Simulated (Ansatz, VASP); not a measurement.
BN: VASP beside Ansatz

File POSCAR:

```
BN
1.0
    2.5382972235      0.0000000000      0.0000000000
   -1.2691486118      2.1982298779      0.0000000000
    0.0000000000      0.0000000000      6.4823622293
B N
2 2
Direct
    0.3333333333      0.6666666667      0.2500000000
    0.6666666667      0.3333333333      0.7500000000
    0.3333333333      0.6666666667      0.7500000000
    0.6666666667      0.3333333333      0.2500000000
```

INCAR.step1

```
ALGO = Normal ; EDIFF = 1E-4
ENCUT = 520 ; GGA = PE
ISMEAR = 0 ; LASPH = T
LCHARG = F ; LREAL = F
LWAVE = T ; NBANDS = 16
NELM = 100 ; PREC = Accurate
SIGMA = 0.05
```

Contents of INCAR.step2:

```
ALGO = Normal ; EDIFF = 1E-6
ENCUT = 520 ; ISIF = 2
ISMEAR = 0 ; ISTART = 1
LASPH = T ; LCHARG = F
LMIXTAU = T ; LREAL = F
LWAVE = F ; METAGGA = R2SCAN
NBANDS = 16 ; NELM = 100
PREC = Accurate ; SIGMA = 0.05
```

The input KPOINTS:

```
k-points
0
Gamma
  12 12 4
```

Input for Ansatz:

```yaml
crystal:
  lattice:
    - [2.5382972235, 0.0, 0.0]
    - [-1.2691486118, 2.1982298779, 0.0]
    - [0.0, 0.0, 6.4823622293]
  atoms:
    - { symbol: B, position: [0.3333333333, 0.6666666667, 0.25] }
    - { symbol: B, position: [0.6666666667, 0.3333333333, 0.75] }
    - { symbol: "N", position: [0.3333333333, 0.6666666667, 0.75] }
    - { symbol: "N", position: [0.6666666667, 0.3333333333, 0.25] }
basis:
  ecutwfc: 500
kpoints:
  mp_grid: { grid: [12, 12, 4] }
hamiltonian:
  xc: r2scan
scf:
  occupations: { method: gaussian, width: 0.05 }
output:
  forces: true
  stress: true
  eigenvalues: true
```

Alike in both runs: task single point; functional r2SCAN; k mesh 12 × 12 × 4; occupations gaussian, width 0.05 eV; no spin polarisation.

|  | VASP | Ansatz |
| --- | --- | --- |
| version | VASP 6.6.1 | Ansatz 0.2.0 |
| potentials or method | VASP PAW PBE potentials, release 64 (B, N), cutoff 520 eV | scalar-relativistic, plane waves, PAW |
| valence electrons in the cell | 16 | 16 |

|  | VASP | Ansatz | Ansatz less VASP |
| --- | --- | --- | --- |
| gap on the k mesh at the Fermi level (eV) | 4.74 | 4.71 | -0.037 |
| least direct gap on the mesh (eV) | 5.11 | 5.08 | -0.035 |
| pressure (GPa) | -9.6 | -9.9 | -0.38 |
| traceless stress, the component that is largest in VASP (GPa) | 11.03 | 11.67 | +0.644 |

VASP's potentials were made for PBE, not for r2SCAN.
